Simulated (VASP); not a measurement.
Wanted: the native input for a VASP 6.6.1 run.

* Task: single point
* Functional: PBE
* Potentials or basis: VASP PAW PBE potentials, release 64 (Mg, F)
* Cutoff: 600 eV
* k mesh: 6 × 6 × 10
* Occupations: gaussian, width 0.05 eV
* Spin: no spin polarisation
* Dipole correction: no
* Further INCAR settings: ALGO = Normal; EDIFF = 1e-06; NBANDS = 25

The structure of MgF2 lies in POSCAR:

```
MgF2
1.0
    4.6979584702      0.0000000000      0.0000000000
    0.0000000000      4.6979584702      0.0000000000
    0.0000000000      0.0000000000      3.0925922753
Mg F
2 4
Direct
    0.0000000000      0.0000000000      0.0000000000
    0.5000000000      0.5000000000      0.5000000000
    0.3035651231      0.3035651231      0.0000000000
    0.1964348769      0.8035651231      0.5000000000
    0.6964348769      0.6964348769      0.0000000000
    0.8035651231      0.1964348769      0.5000000000
```

One way to write it, as run:

INCAR

```
SYSTEM = MgF2
  ALGO = Normal
  EDIFF = 1E-6
  ENCUT = 600
  GGA = PE
  GGA_COMPAT = .False.
  ISIF = 2
  ISMEAR = 0
  LASPH = .True.
  LCHARG = .True.
  LELF = .True.
  LREAL = .False.
  LVHAR = .True.
  LWAVE = .False.
  NBANDS = 25
  NELM = 120
  PREC = Accurate
  SIGMA = 0.05
```

KPOINTS

```
k-points
0
Gamma
  6 6 10
  0 0 0
```

Potentials or basis: VASP PAW PBE potentials, release 64 (Mg, F).

Command:

```bash
$ cat potpaw_PBE.64/Mg/POTCAR potpaw_PBE.64/F/POTCAR > POTCAR
$ mpirun -np 1 vasp_std > vasp.out
```

Results of the run:

- Pressure: -1.0 GPa
- Band gap on the k mesh: 6.80 eV

It took 53 s on 1 thread of Intel(R) Xeon(R) Platinum 8559C (Emerald Rapids) (shared host), peak memory 0.25 GiB.
